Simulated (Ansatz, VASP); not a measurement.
**PbS: VASP beside Ansatz**

The input POSCAR:

```
PbS
1.0
    0.0000000000      2.9878971800      2.9878971800
    2.9878971800      0.0000000000      2.9878971800
    2.9878971800      2.9878971800      0.0000000000
Pb S
1 1
Direct
    0.0000000000      0.0000000000      0.0000000000
    0.5000000000      0.5000000000      0.5000000000
```

File INCAR.step1:

```
SYSTEM = PbS
PREC = Accurate
ENCUT = 520
ISMEAR = -1
SIGMA = 0.02
LREAL = .FALSE.
LASPH = .TRUE.
NELM = 80
NBANDS = 17
GGA = PE
ALGO = Normal
EDIFF = 1E-4
LWAVE = .TRUE.
LCHARG = .FALSE.
```

Contents of INCAR.step2:

```
SYSTEM = PbS
PREC = Accurate
ENCUT = 520
EDIFF = 1E-6
ISMEAR = -1
SIGMA = 0.02
LREAL = .FALSE.
LASPH = .TRUE.
NELM = 80
ALGO = Normal
ISIF = 2
LWAVE = .FALSE.
LCHARG = .TRUE.
METAGGA = R2SCAN
LMIXTAU = .TRUE.
LELF = .TRUE.
LVHAR = .TRUE.
NBANDS = 17
ISTART = 1
```

Contents of KPOINTS:

```
Automatic mesh
0
G
  8 8 8
  0 0 0
```

Input for Ansatz:

```yaml
crystal:
  lattice:
    - [0.0, 2.98789725, 2.98789725]
    - [2.98789725, 0.0, 2.98789725]
    - [2.98789725, 2.98789725, 0.0]
  atoms:
    - { symbol: Pb, position: [0.0, 0.0, 0.0] }
    - { symbol: S, position: [0.5, 0.5, 0.5] }
  symmetry: { tolerance: 0.0003 }
hamiltonian:
  xc: r2scan
  pseudopotentials: { kind: paw, azcp: { folder: soft_1 } }
basis:
  ecutwfc: 500
magnetization:
  spin_polarized: false
scf:
  occupations: { method: fermi_dirac, width: 0.02 }
kpoints:
  mp_grid: { grid: [8, 8, 8], shift: [0, 0, 0] }
  band_path:
    path:
      - [0.0, 0.0, 0.0]
      - [0.5, 0.0, 0.5]
      - [0.625, 0.25, 0.625]
      - [0.375, 0.375, 0.75]
      - [0.0, 0.0, 0.0]
      - [0.5, 0.5, 0.5]
      - [0.5, 0.25, 0.75]
      - [0.5, 0.0, 0.5]
    npoints: 15
output:
  forces: true
  stress: true
  eigenvalues: true
  bader: true
  populations: true
  elf: true
  write_potential: true
  write_density: true
  volumetric_format: npy
  dos:
    e_range: [-12, 8]
    de: 0.05
    projected: { site_lists: { Pb: [Pb], S: [S] } }
```

Alike in both runs: task single point; functional r2SCAN; k mesh 8 × 8 × 8; occupations fermi-dirac, width 0.02 eV; no spin polarisation.

|  | VASP | Ansatz |
| --- | --- | --- |
| version | VASP 6.6.1 | Ansatz 0.2.0 |
| potentials or method | VASP PAW PBE potentials, release 64 (Pb_d, S), cutoff 520 eV | PAW plane waves |
| valence electrons in the cell | 20 | 20 |

VASP gave:

* pressure (GPa): -0.1

Q: Estimate Ansatz's values.

A: Pressure (GPa): 0.0.

VASP's potentials were made for PBE, not for r2SCAN.

Spin-orbit coupling is off throughout.
